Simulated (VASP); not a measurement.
TmI4:

```
Tm I
1.0
     0.00000    5.73819    6.44649
     3.02132    0.00000    6.44649
     3.02132    5.73819    0.00000
Tm I
1 4
Direct
  0.00000 0.00000 0.00000
  0.67969 0.90649 0.09351
  0.32031 0.09351 0.90649
  0.90649 0.67969 0.32031
  0.09351 0.32031 0.67969
```

The cell was generated, and may not be a known phase.

* Program: VASP 6.6.1
* Task: relaxation of cell and atoms
* Functional: PBE
* Potentials or basis: VASP PAW PBE potentials, release 64 (Tm_3, I), 4f in core
* Cutoff: 500 eV
* k mesh: 3 × 3 × 3
* Occupations: gaussian, width 0.2 eV
* Spin: no spin polarisation

At the start: pressure 11.0 GPa; volume 44.70 Å³/atom.

Task: How do energy, volume and symmetry change on relaxing?

Result: Over 17 steps the energy falls by 1307.3 meV/atom and the volume is 77.06 Å³/atom (+72.4 %); space group Fmmm (No. 69, to 0.1 Å) before and after.

Step by step:
```tsv
step	energy change (eV)	largest force (eV/Å)	pressure (GPa)	volume (Å³)
1	0.0000	5.2171	10.98	223.52
2	-4.6098	1.5611	-2.31	333.21
3	-4.7058	1.5129	-1.31	303.84
4	-4.7155	1.5284	-1.66	311.76
5	-6.1767	0.6413	-0.30	299.64
6	-6.3569	0.0759	0.79	293.36
7	-6.3587	0.0890	1.03	292.15
8	-6.4384	0.1663	0.27	307.87
9	-6.4536	0.3545	-0.35	324.50
10	-6.4553	0.3083	-0.21	320.44
11	-6.4887	0.1694	0.03	326.41
12	-6.4982	0.1231	0.29	331.75
13	-6.5132	0.1164	0.04	345.03
14	-6.5173	0.1580	-0.14	357.42
15	-6.5271	0.0951	-0.03	366.28
16	-6.5313	0.0903	0.10	375.79
17	-6.5366	0.0624	0.00	385.28
```

Final structure:
```
CELL_PARAMETERS angstrom
0.00000 8.26048 5.22559
4.46274 0.00000 5.22559
4.46274 8.26048 0.00000
ATOMIC_POSITIONS crystal
Tm 0.00000 0.00000 0.00000
I 0.68401 0.93262 0.06738
I 0.31599 0.06738 0.93262
I 0.93262 0.68401 0.31599
I 0.06738 0.31599 0.68401
```

Caveat: the k points lie up to 0.33 Å⁻¹ apart in the final cell, too coarse for converged energies and pressures of a metal; the volume moved by over 15 % at a fixed basis, so the end points are rough; an odd number of electrons without spin polarisation forces a metal; a magnetic or distorted state may lie lower; the run has no spin polarisation, though such a crystal can be magnetic; the relaxation stopped at a loose force limit of 0.08 eV/Å, so its end isn't a converged minimum.
